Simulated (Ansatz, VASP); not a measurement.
Two plane-wave programs on SiC

```xyz
4
Lattice="3.1792 0.0000 0.0000 -1.5896 2.7532 0.0000 0.0000 0.0000 4.7996" Properties=species:S:1:pos:R:3 pbc="T T T"
Si    0.0000    1.8355    0.0219
Si    1.5896    0.9177    2.4217
C     0.0000    1.8355    1.9691
C     1.5896    0.9177    4.3689
```

Alike in both runs: task single point; functional PBE; k mesh 12 × 12 × 6; occupations gaussian, width 0.05 eV; no spin polarisation.

|  | VASP | Ansatz |
| --- | --- | --- |
| version | VASP 6.6.1 | Ansatz 0.2.0 |
| potentials or method | VASP PAW PBE potentials, release 64 (Si, C), cutoff 520 eV | scalar-relativistic, plane waves, PAW |
| valence electrons in the cell | 16 | 16 |

VASP gave:

* gap on the k mesh at the Fermi level (eV): 1.03
* least direct gap on the mesh (eV): 2.29
* pressure (GPa): -1.4
* traceless stress, the component that is largest in VASP (GPa): 16.90
* rms of the force components (eV/Å): 0.780

**Question.** What did Ansatz give for the same quantities?

**Answer.** gap on the k mesh at the Fermi level (eV): 1.04; least direct gap on the mesh (eV): 2.29; pressure (GPa): -1.4; traceless stress, the component that is largest in VASP (GPa): 16.78; rms of the force components (eV/Å): 0.778.

Atom by atom the forces differ by 0.002 eV/Å (rms over components).
